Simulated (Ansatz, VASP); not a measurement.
# MgS in VASP and in Ansatz

Contents of INCAR:

```
SYSTEM = MgS
ALGO = Normal
EDIFF = 1E-7
EDIFFG = -0.04
ENCUT = 840
GGA = PE
GGA_COMPAT = .FALSE.
IBRION = 2
ISIF = 3
ISMEAR = 0
LASPH = .TRUE.
LCHARG = .FALSE.
LREAL = .FALSE.
LWAVE = .FALSE.
NELM = 120
NELMIN = 4
NSW = 90
PREC = Accurate
SIGMA = 0.1
```

The input KPOINTS:

```
k-points
0
G
  6 6 4
  0 0 0
```

File POSCAR:

```
MgS
1.0
    3.1306318400      0.0000000000      0.0000000000
   -1.5653159200      2.7112067000      0.0000000000
    0.0000000000      0.0000000000      4.5648429200
Mg S
1 1
Direct
    0.0000000000      0.0000000000      0.0000000000
    0.0000000000      0.0000000000      0.5000000000
```

Input for Ansatz:

```yaml
crystal:
  lattice:
    - [3.13063184, 0.0, 0.0]
    - [-1.56531592, 2.7112067, 0.0]
    - [0.0, 0.0, 4.56484292]
  atoms:
    - { symbol: Mg, position: [0.0, 0.0, 0.0] }
    - { symbol: S, position: [0.0, 0.0, 0.5] }
basis:
  ecutwfc: 420
kpoints:
  mp_grid: { grid: [6, 6, 4] }
hamiltonian:
  xc: pbe
scf:
  occupations: { method: gaussian, width: 0.1 }
  lower_state_search: "off"
output:
  forces: true
  stress: true
  eigenvalues: true
relax:
  adjacent_minimum: "off"
  f_tol: 0.04
  max_steps: 70
  cell: { stress_tol: 0.4 }
```

Alike in both runs: task relaxation of cell and atoms; functional PBE; k mesh 6 × 6 × 4; occupations gaussian, width 0.1 eV; no spin polarisation.

```csv
,VASP,Ansatz
version,VASP 6.6.1,Ansatz 0.2.0
potentials or method,"VASP PAW PBE potentials, release 64 (Mg_sv, S), cutoff 840 eV","scalar-relativistic, plane waves, PAW"
valence electrons in the cell,16,16
```

|  | VASP | Ansatz | Ansatz less VASP |
| --- | --- | --- | --- |
| gap on the k mesh at the Fermi level, each at its own relaxed structure (eV) | 0.31 | 1.96 | +1.647 |
| relaxed volume (Å³/atom) | 34.53 | 57.42 | +22.898 |
| relaxed length of the cell vector where the two differ most in proportion (Å) | 4.243 | 5.460 | +1.2165 |

One of these differences is far larger than is usual between the two programs; its cause wasn't traced.

Noted on VASP's run: the volume moved by over 15 % at a fixed basis, so the end points are rough.
